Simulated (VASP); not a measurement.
# Ti: single point with r2SCAN

The system is Ti.

```
Ti
1.0
    -1.62813    1.62813    1.62813
     1.62813   -1.62813    1.62813
     1.62813    1.62813   -1.62813
Ti
1
Direct
  0.00000 0.00000 0.00000
```

This isn't the form of Ti at room conditions, which is hcp.

```json
{"Program": "VASP 6.6.1", "Task": "single point", "Functional": "r2SCAN", "Potentials or basis": "VASP PAW PBE potentials, release 64 (Ti_sv)", "Cutoff": "520 eV", "k mesh": "13 × 13 × 13", "Occupations": "fermi-dirac, width 0.1 eV", "Spin": "no spin polarisation", "Dipole correction": "no", "Further INCAR settings": "ALGO = Normal; EDIFF = 1e-07; NBANDS = 12"}
```

The pressure is 0.4 GPa and the band gap on the k mesh is zero (bands 6 and 7 overlap by 1.80 eV).

Levels at points of the mesh, in eV from the Fermi level:
| k point | band 2 | band 3 | band 4 | band 5 | band 6 | band 7 | band 8 | band 9 | band 10 | band 11 |
| --- | --- | --- | --- | --- | --- | --- | --- | --- | --- | --- |
| (0.00, 0.00, 0.00) | -33.69 | -33.69 | -33.69 | -6.35 | 1.15 | 1.15 | 1.15 | 2.94 | 2.94 | 18.13 |

Run time: 82 s on 1 thread of Intel Xeon 8259CL (shared host), peak memory 0.15 GiB.

Caveat: the PAW data sets were made with another functional, which shifts forces and pressure a little.
